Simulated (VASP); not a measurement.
Input of a VASP 6.6.1 run:

Contents of POSCAR:

```
HgTe
1.0
   -3.0456030000      3.0456030000      1.5594100000
    3.0456030000     -3.0456030000      1.5594100000
    3.0456030000      3.0456030000     -1.5594100000
Hg Te
1 1
Direct
    0.7500000000      0.2500000000      0.5000000000
    0.0000000000      0.0000000000      0.0000000000
```

INCAR.step1

```
SYSTEM = HgTe
PREC     = Accurate       ! precision mode
ENCUT    = 550            ! plane-wave cutoff, eV
ISMEAR   = -1             ! smearing method
SIGMA    = 0.05           ! smearing width, eV
LREAL    = .False.        ! projectors in reciprocal space
LASPH    = .True.         ! aspherical terms in the spheres
NELM     = 120            ! most SCF steps
NBANDS   = 16             ! bands
GGA      = PE             ! functional
ALGO     = Normal         ! electronic algorithm
EDIFF    = 1E-5           ! SCF threshold, eV
LWAVE    = .True.         ! write WAVECAR
LCHARG   = .False.        ! write CHGCAR
GGA_COMPAT= .False.
```

File INCAR.step2:

```
SYSTEM = HgTe
PREC     = Accurate       ! precision mode
ENCUT    = 550            ! plane-wave cutoff, eV
EDIFF    = 1E-6           ! SCF threshold, eV
ISMEAR   = -1             ! smearing method
SIGMA    = 0.05           ! smearing width, eV
LREAL    = .False.        ! projectors in reciprocal space
LASPH    = .True.         ! aspherical terms in the spheres
NELM     = 120            ! most SCF steps
ALGO     = Normal         ! electronic algorithm
ISIF     = 2              ! what is computed and relaxed
LWAVE    = .False.        ! write WAVECAR
LCHARG   = .True.         ! write CHGCAR
METAGGA  = R2SCAN         ! meta-GGA
LMIXTAU  = .True.       
LELF     = .True.         ! ELF
LVHAR    = .True.       
NBANDS   = 16             ! bands
ISTART   = 1            
GGA_COMPAT= .False.
```

KPOINTS

```
regular mesh
0
Gamma
  6 6 6
  0 0 0
```

Potentials or basis: VASP PAW PBE potentials, release 64 (Hg, Te).

Launch:

```console
$ cat potpaw_PBE.64/Hg/POTCAR potpaw_PBE.64/Te/POTCAR > POTCAR
$ cp INCAR.step1 INCAR
$ mpirun -np 1 vasp_std > vasp.out
$ cp INCAR.step2 INCAR
$ mpirun -np 1 vasp_std > vasp.out
```

Q: What does it give for the pressure?

A: -0.9 GPa.

Q: Predict the band gap on the k mesh.

A: Zero (bands 9 and 10 overlap by 3.89 eV).

Stress tensor (GPa, compression positive):
```
-0.77  0.00  0.00
 0.00 -0.77  0.00
 0.00  0.00 -1.05
```

Caveat: the k points lie up to 0.38 Å⁻¹ apart, too coarse for converged energies and pressures of a metal; the PAW data sets were made with another functional, which shifts forces and pressure a little; spin-orbit coupling is left out, which moves the levels of the heavy elements.
